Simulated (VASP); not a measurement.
KBr:

```
K Br
1.0
     4.04350    0.00000    0.00000
     0.00000    4.04350    0.00000
     0.00000    0.00000    4.04350
K Br
1 1
Direct
  0.00000 0.00000 0.00000
  0.50000 0.50000 0.50000
```

* Program: VASP 6.6.1
* Task: relaxation of cell and atoms
* Functional: PBEsol
* Potentials or basis: VASP PAW PBE potentials, release 64 (K_sv, Br)
* Cutoff: 600 eV
* k mesh: 6 × 6 × 6
* Occupations: gaussian, width 0.02 eV
* Spin: no spin polarisation

At the start: pressure -1.2 GPa; volume 33.06 Å³/atom.

Task: How do energy, volume and symmetry change on relaxing?

Result: Over 4 steps the energy falls by 10.2 meV/atom and the volume is 30.53 Å³/atom (-7.6 %); space group Pm-3m (No. 221, to 0.1 Å) before and after.

Step by step:
| step | energy change (eV) | largest force (eV/Å) | pressure (GPa) | volume (Å³) |
| --- | --- | --- | --- | --- |
| 1 | 0.0000 | 0.0000 | -1.20 | 66.11 |
| 2 | -0.0141 | 0.0000 | -0.71 | 63.77 |
| 3 | -0.0203 | 0.0000 | -0.07 | 61.32 |
| 4 | -0.0204 | 0.0000 | 0.01 | 61.06 |

Final structure:
```cif
data_structure
_symmetry_space_group_name_H-M 'P 1'
_symmetry_Int_Tables_number 1
_cell_length_a 3.9378
_cell_length_b 3.9378
_cell_length_c 3.9378
_cell_angle_alpha 90.000
_cell_angle_beta 90.000
_cell_angle_gamma 90.000
_cell_volume 61.06
loop_
_atom_site_label
_atom_site_type_symbol
_atom_site_fract_x
_atom_site_fract_y
_atom_site_fract_z
_atom_site_occupancy
K1 K 0.00000 0.00000 0.00000 1
Br1 Br 0.50000 0.50000 0.50000 1
```

Caveat: the PAW data sets were made with another functional, which shifts forces and pressure a little.
